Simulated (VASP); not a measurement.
A run of VASP 6.6.1 is set up as follows.

Contents of INCAR:

```
ALGO = Normal
EDIFF = 1E-6
ENCUT = 600
GGA = PE
GGA_COMPAT = F
ISIF = 2
ISMEAR = -1
LASPH = T
LCHARG = F
LREAL = F
LWAVE = F
NBANDS = 15
NELM = 120
PREC = Accurate
SIGMA = 0.1
```

KPOINTS

```
k-points
0
Gamma
  7 7 7
```

POSCAR

```
TaN
1.0
    0.0000000000      2.1790000000      2.1790000000
    2.1790000000      0.0000000000      2.1790000000
    2.1790000000      2.1790000000      0.0000000000
Ta N
1 1
Direct
    0.5000000000      0.5000000000      0.5000000000
    0.0000000000      0.0000000000      0.0000000000
```

Potentials or basis: VASP PAW PBE potentials, release 64 (Ta_pv, N).

Command:

```bash
$ cat potpaw_PBE.64/Ta_pv/POTCAR potpaw_PBE.64/N/POTCAR > POTCAR
$ mpirun -np 1 vasp_std > vasp.out
```

Estimate the band gap on the k mesh.

zero (band 8 reaches 11.25 eV, above the bottom of band 9 at 7.67 eV).

Estimate the pressure.

15.3 GPa.

Caveat: spin-orbit coupling is left out, which moves the levels of the heavy elements.
